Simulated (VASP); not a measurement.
Wanted: the native input for a VASP 6.6.1 run.

```
Task                   : relaxation of shape and atoms at fixed volume
Functional             : r2SCAN
Potentials or basis    : VASP PAW PBE potentials, release 64 (Se)
Cutoff                 : 600 eV
k mesh                 : 6 × 6 × 6
Occupations            : gaussian, width 0.02 eV
Spin                   : no spin polarisation
Dipole correction      : no
Further INCAR settings : ALGO = Normal; EDIFF = 1e-06; IBRION = 2; EDIFFG = -0.01; NSW = 50; ISIF = 4
```

Se:

```xyz
3
Lattice="4.3884 0.0000 0.0000 -2.1942 3.8005 0.0000 0.0000 0.0000 4.9437" Properties=species:S:1:pos:R:3 pbc="T T T"
Se    0.9694    0.0000    1.6479
Se   -0.4847    0.8395    3.2958
Se    1.7095    2.9610    0.0000
```

These files were run (other wordings do the same):

POSCAR

```
Se
1.0
    4.3884192815      0.0000000000      0.0000000000
   -2.1942096407      3.8004825802      0.0000000000
    0.0000000000      0.0000000000      4.9436517786
Se
3
Direct
    0.2208956059      0.0000000000      0.3333333333
    0.0000000000      0.2208956059      0.6666666667
    0.7791043941      0.7791043941      0.0000000000
```

INCAR.step1

```
PREC     = Accurate       # precision mode
ENCUT    = 600            # plane-wave cutoff, eV
ISMEAR   = 0              # smearing method
SIGMA    = 0.02           # smearing width, eV
LREAL    = F              # projectors in reciprocal space
LASPH    = T              # aspherical terms in the spheres
NELM     = 60             # most SCF steps
GGA      = PE             # functional
ALGO     = Normal         # electronic algorithm
EDIFF    = 1E-4           # SCF threshold, eV
LWAVE    = T              # write WAVECAR
LCHARG   = F              # write CHGCAR
```

INCAR.step2

```
PREC     = Accurate       # precision mode
ENCUT    = 600            # plane-wave cutoff, eV
EDIFF    = 1E-6           # SCF threshold, eV
ISMEAR   = 0              # smearing method
SIGMA    = 0.02           # smearing width, eV
LREAL    = F              # projectors in reciprocal space
LASPH    = T              # aspherical terms in the spheres
NELM     = 60             # most SCF steps
ALGO     = Normal         # electronic algorithm
ISIF     = 4              # what is computed and relaxed
LWAVE    = F              # write WAVECAR
LCHARG   = F              # write CHGCAR
METAGGA  = R2SCAN         # meta-GGA
LMIXTAU  = T            
IBRION   = 2              # ionic algorithm
NSW      = 50             # ionic steps
EDIFFG   = -0.01          # ionic threshold
ISTART   = 1
```

KPOINTS

```
regular mesh
0
Gamma
  6 6 6
```

Potentials or basis: VASP PAW PBE potentials, release 64 (Se).

The run is started by

```console
$ cat potpaw_PBE.64/Se/POTCAR > POTCAR
$ cp INCAR.step1 INCAR
$ mpirun -np 1 vasp_std > vasp.out
$ cp INCAR.step2 INCAR
$ mpirun -np 1 vasp_std > vasp.out
```

Results of the run:

The energy gained by relaxing is 4.1 meV/atom, the ionic steps are 6 and the pressure after relaxing is 0.7 GPa. The largest force after relaxing is 0.006 eV/Å and the band gap on the k mesh is 1.16 eV (least direct gap 1.37 eV).

Caveat: the PAW data sets were made with another functional, which shifts forces and pressure a little.

Run time: 13 min on 1 thread of AMD EPYC 7R43 64-Core Processor (Zen 3) (shared host), peak memory 0.21 GiB.
